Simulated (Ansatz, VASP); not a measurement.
## HgTe: VASP beside Ansatz

File INCAR:

```
  ALGO = Normal
  EDIFF = 1E-6
  ENCUT = 520
  GGA = PS
  ISIF = 2
  ISMEAR = -1
  LASPH = True
  LCHARG = False
  LREAL = False
  LWAVE = False
  NBANDS = 16
  NELM = 60
  PREC = Accurate
  SIGMA = 0.005
```

Contents of KPOINTS:

```
k-points
0
Gamma
  18 18 18
```

POSCAR

```
HgTe
1.0
    0.0000000000      2.9215000000      2.9215000000
    2.9215000000      0.0000000000      2.9215000000
    2.9215000000      2.9215000000      0.0000000000
Hg Te
1 1
Direct
    0.0000000000      0.0000000000      0.0000000000
    0.5000000000      0.5000000000      0.5000000000
```

Input for Ansatz:

```yaml
crystal:
  lattice:
    - [0.0, 2.9215, 2.9215]
    - [2.9215, 0.0, 2.9215]
    - [2.9215, 2.9215, 0.0]
  atoms:
    - { symbol: Hg, position: [0.0, 0.0, 0.0] }
    - { symbol: Te, position: [0.5, 0.5, 0.5] }
kpoints:
  mp_grid: { grid: [18, 18, 18] }
  band_path:
    path:
      - [0.0, 0.0, 0.0]
      - [0.5, 0.0, 0.5]
      - [0.625, 0.25, 0.625]
      - [0.375, 0.375, 0.75]
      - [0.0, 0.0, 0.0]
      - [0.5, 0.5, 0.5]
      - [0.5, 0.25, 0.75]
      - [0.5, 0.0, 0.5]
    npoints: 5
scf:
  occupations: { method: fermi_dirac, width: 0.005 }
  mixing: { algorithm: broyden, beta: 0.05, ndim: 16 }
hamiltonian:
  xc: pbesol
  pseudopotentials: { kind: all_electron, lapw: { basis_error: 0.001 } }
output:
  forces: true
  stress: true
  eigenvalues: true
```

Alike in both runs: task single point; functional PBEsol; k mesh 18 × 18 × 18; occupations fermi-dirac, width 0.005 eV; no spin polarisation.

|  | VASP | Ansatz |
| --- | --- | --- |
| version | VASP 6.6.1 | Ansatz 0.2.0 |
| potentials or method | VASP PAW PBE potentials, release 64 (Hg, Te), cutoff 520 eV | all-electron LAPW, scalar-relativistic |

VASP gave:

| Item | Value |
| --- | --- |
| gap on the k mesh at the Fermi level (eV) | none |
| pressure (GPa) | 6.3 |

**Question.** What did Ansatz give for the same quantities?

**Answer.** gap on the k mesh at the Fermi level (eV): none; pressure (GPa): 6.0.

VASP's potentials were made for PBE, not for PBEsol. A gap of «none» marks a metal or a gap that the smearing closes. Ansatz ran all-electron here, and VASP with PAW potentials.

Neither program's run includes spin-orbit coupling.
